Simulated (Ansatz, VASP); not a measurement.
## One calculation of C, two programs

INCAR

```
ALGO = Normal
EDIFF = 1E-6
ENCUT = 520
GGA = PE
ISIF = 2
ISMEAR = -1
LASPH = True
LCHARG = False
LREAL = False
LWAVE = False
NBANDS = 11
NELM = 80
PREC = Accurate
SIGMA = 0.1
```

Contents of KPOINTS:

```
k-points
0
Gamma
  21 21 21
```

POSCAR

```
C
1.0
   -1.1211961838      1.1211961838      1.5855741768
    1.1211961838     -1.1211961838      1.5855741768
    1.1211961838      1.1211961838     -1.5855741768
C
2
Direct
   -0.3750000000     -0.1250000000     -0.2500000000
    0.3750000000      0.1250000000      0.2500000000
```

Input for Ansatz:

```yaml
crystal:
  lattice:
    - [-1.1211961838, 1.1211961838, 1.5855741768]
    - [1.1211961838, -1.1211961838, 1.5855741768]
    - [1.1211961838, 1.1211961838, -1.5855741768]
  atoms:
    - { symbol: C, position: [-0.375, -0.125, -0.25] }
    - { symbol: C, position: [0.375, 0.125, 0.25] }
kpoints:
  mp_grid: { grid: [21, 21, 21] }
scf:
  occupations: { method: fermi_dirac, width: 0.1 }
hamiltonian:
  xc: pbe
  pseudopotentials: { kind: all_electron, lapw: { basis_error: 0.001 } }
output:
  forces: true
  stress: true
  eigenvalues: true
  populations: true
```

Change from the starting cell: volume scaled by 0.7, LAPW.

Alike in both runs: task single point; functional PBE; k mesh 21 × 21 × 21; occupations fermi-dirac, width 0.1 eV; no spin polarisation.

|  | VASP | Ansatz |
| --- | --- | --- |
| version | VASP 6.6.1 | Ansatz 0.2.0 |
| potentials or method | VASP PAW PBE potentials, release 64 (C), cutoff 520 eV | all-electron LAPW, scalar-relativistic |

```csv
,VASP,Ansatz,Ansatz less VASP
gap on the k mesh at the Fermi level (eV),4.99,5.01,+0.019
pressure (GPa),295.0,293.1,-1.94
```

Both programs put the cell under a high pressure, so it lies far from rest at this level. Ansatz ran all-electron here, and VASP with PAW potentials. Ansatz's warnings: near symmetry operations not taken.

Noted on VASP's run: the cell as given lies far from equilibrium.
